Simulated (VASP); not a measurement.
**Na: relaxation of cell and atoms with PBE**

Na:

```xyz
3
Lattice="5.0242 0.0000 0.0000 -2.5121 4.3511 0.0000 0.0000 0.0000 3.1150" Properties=species:S:1:pos:R:3 pbc="T T T"
Na    0.0000    0.0000    0.0000
Na    0.0000    2.9007    1.5575
Na    2.5121    1.4504    1.5575
```

This isn't the form of Na at room conditions, which is bcc.

* Program: VASP 6.6.1
* Task: relaxation of cell and atoms
* Functional: PBE
* Potentials or basis: VASP PAW PBE potentials, release 64 (Na_pv)
* Cutoff: 600 eV
* k mesh: 7 × 7 × 10
* Occupations: fermi-dirac, width 0.08 eV
* Spin: no spin polarisation
* Target pressure: 9.4 GPa
* Dipole correction: no
* Further INCAR settings: ALGO = Normal; EDIFF = 1e-06; IBRION = 2; EDIFFG = -0.005; NSW = 60; ISIF = 3

```yaml
Relaxed_volume: 22.76 Å³/atom
Relaxed_cell: a = 5.106 Å, b = 5.106 Å, c = 3.024 Å, α = 90.00°, β = 90.00°, γ = 120.00°
Space_group_after_relaxing_to_0.1_Å: P6/mmm (No. 191)
Energy_change_on_relaxing_the_run_minimises_the_enthalpy: -5.6 meV/atom
Ionic_steps: 7
Pressure_after_relaxing: 9.4 GPa
Band_gap_on_the_k_mesh: zero (an odd number of electrons rules out a gap without spin polarisation)
```

The path:
```
step  energy change (eV)  largest force (eV/Å)  pressure (GPa)  volume (Å³)
   1              0.0000                0.0000            9.51        68.10
   2             -0.0110                0.0000            9.44        68.25
   3             -0.0413                0.0000            9.18        68.71
   4             -0.0891                0.0000            8.72        69.58
   5             -0.0550                0.0000            9.06        68.94
   6             -0.0110                0.0000            9.46        68.17
   7             -0.0168                0.0000            9.40        68.27
```

Final structure:
```cif
data_structure
_symmetry_space_group_name_H-M 'P 1'
_symmetry_Int_Tables_number 1
_cell_length_a 5.1057
_cell_length_b 5.1057
_cell_length_c 3.0240
_cell_angle_alpha 90.000
_cell_angle_beta 90.000
_cell_angle_gamma 120.000
_cell_volume 68.27
loop_
_atom_site_label
_atom_site_type_symbol
_atom_site_fract_x
_atom_site_fract_y
_atom_site_fract_z
_atom_site_occupancy
Na1 Na 0.00000 0.00000 0.00000 1
Na2 Na 0.33333 0.66667 0.50000 1
Na3 Na 0.66667 0.33333 0.50000 1
```

Levels at points of the mesh, in eV from the Fermi level:
```csv
k point,band 7,band 8,band 9,band 10,band 11,band 12,band 13,band 14
"(0.00, 0.00, 0.00)",-24.75,-24.75,-24.72,-4.51,2.39,2.39,2.40,2.40
"(0.00, 0.00, 0.50)",-24.87,-24.75,-24.75,-0.51,-0.29,5.41,5.41,5.50
```

Run time: 3.8 min on 1 thread of Intel Xeon 8259CL (shared host), peak memory 0.22 GiB.

Caveat: the cell is relaxed towards a set pressure, so the run minimises the enthalpy, not the energy.
